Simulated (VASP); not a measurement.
Write the native input for VASP 6.6.1 that does the following.

```
Task                   : single point
Functional             : PBEsol
Potentials or basis    : VASP PAW PBE potentials, release 64 (V_sv)
Cutoff                 : 520 eV
k mesh                 : 22 × 22 × 22
Occupations            : gaussian, width 0.15 eV
Spin                   : no spin polarisation
Dipole correction      : no
Further INCAR settings : ALGO = Normal; EDIFF = 1e-07; NBANDS = 12
```

The structure of V lies in POSCAR:

```
V
1.0
   -1.3919600000      1.3919600000      1.3919600000
    1.3919600000     -1.3919600000      1.3919600000
    1.3919600000      1.3919600000     -1.3919600000
V
1
Direct
    0.0000000000      0.0000000000      0.0000000000
```

This cell differs from its parent crystal: strain -0.080 along x and y, -0.080 along z.

These files were run (other wordings do the same):

INCAR

```
  ALGO = Normal
  EDIFF = 1E-7
  ENCUT = 520
  GGA = PS
  ISIF = 2
  ISMEAR = 0
  LASPH = True
  LCHARG = True
  LELF = True
  LREAL = False
  LVHAR = True
  LWAVE = False
  NBANDS = 12
  NELM = 100
  PREC = Accurate
  SIGMA = 0.15
```

KPOINTS

```
k-points
0
Gamma
  22 22 22
```

Potentials or basis: VASP PAW PBE potentials, release 64 (V_sv).

Launch:

```sh
$ cat potpaw_PBE.64/V_sv/POTCAR > POTCAR
$ mpirun -np 1 vasp_std > vasp.out
```

It gave:

* Pressure: 51.1 GPa

Caveat: the cell differs from its parent crystal (strain -0.080 along x and y, -0.080 along z); the PAW data sets were made with another functional, which shifts forces and pressure a little.

Wall time 27 s on 1 thread of Intel(R) Xeon(R) 6975P-C (Granite Rapids), on a shared host, peak memory 0.15 GiB.
